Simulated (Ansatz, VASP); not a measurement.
# Co in VASP and in Ansatz

```
Co
1.0
     2.47200    0.00000    0.00000
    -1.23600    2.14081    0.00000
     0.00000    0.00000    4.02114
Co
2
Direct
  0.66667 0.33333 0.75000
  0.33333 0.66667 0.25000
```

Alike in both runs: task relaxation of cell and atoms; functional PBEsol; dispersion D3(BJ); k mesh 12 × 12 × 7; occupations fermi-dirac, width 0.05 eV; collinear spin.

|  | VASP | Ansatz |
| --- | --- | --- |
| version | VASP 6.6.1 | Ansatz 0.2.0 |
| potentials or method | VASP PAW PBE potentials, release 64 (Co), cutoff 600 eV | all-electron LAPW, scalar-relativistic |

VASP gave:

* net moment per atom (μB): 1.52
* size of the moment on the site where the two differ most (μB): 1.52
* relaxed volume (Å³/atom): 10.05
* relaxed length of the cell vector where the two differ most in proportion (Å): 3.925

Q: Which values does Ansatz return?

A: net moment per atom (μB): 1.53; size of the moment on the site where the two differ most (μB): 1.58; relaxed volume (Å³/atom): 10.09; relaxed length of the cell vector where the two differ most in proportion (Å): 3.931.

VASP's potentials were made for PBE, not for PBEsol. Site moments also hang on the region over which each program counts them. Ansatz ran all-electron here, and VASP with PAW potentials.
